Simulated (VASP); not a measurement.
The system is FeO.

```
Fe O
1.0
     0.00000    2.36590    2.36590
     2.36590    0.00000    2.36590
     2.36590    2.36590    0.00000
Fe O
1 1
Direct
  0.00000 0.00000 0.00000
  0.25000 0.25000 0.25000
```

Base run:

* Program: VASP 6.6.1
* Functional: PBE
* Potentials or basis: VASP PAW PBE potentials, release 64 (Fe, O)
* Cutoff: 520 eV
* k mesh: 10 × 10 × 10
* Occupations: fermi-dirac, width 0.05 eV
* Spin: collinear spin, ferromagnetic start
* Starting moments: [3.0, 0.0] μB

Its results: band gap on the k mesh zero (filled and empty bands overlap); pressure -9.9 GPa; net moment 4.02 μB per cell; site moments Fe +3.62; O +0.29 μB.

Task: The run is repeated on the same cell with these changes: potentials or basis from VASP PAW PBE potentials, release 64 (Fe, O) to VASP PAW PBE potentials, release 64 (Fe_sv, O); cutoff from 520 eV to 600 eV; further incar settings from ALGO = Normal; EDIFF = 1e-06; NBANDS = 18 to ALGO = Normal; EDIFF = 1e-06; NBANDS = 22; valence electrons from 14 to 22. What comes out?

Result: Band gap on the k mesh zero (filled and empty bands overlap); pressure -12.0 GPa; net moment 4.03 μB per cell; site moments Fe +3.46; O +0.28 μB.

Caveats: a cell with one magnetic atom can't hold antiferromagnetic order, which such compounds often take; semilocal functionals often make such compounds metallic where correlation or magnetic order opens a gap, which also shifts bond lengths.
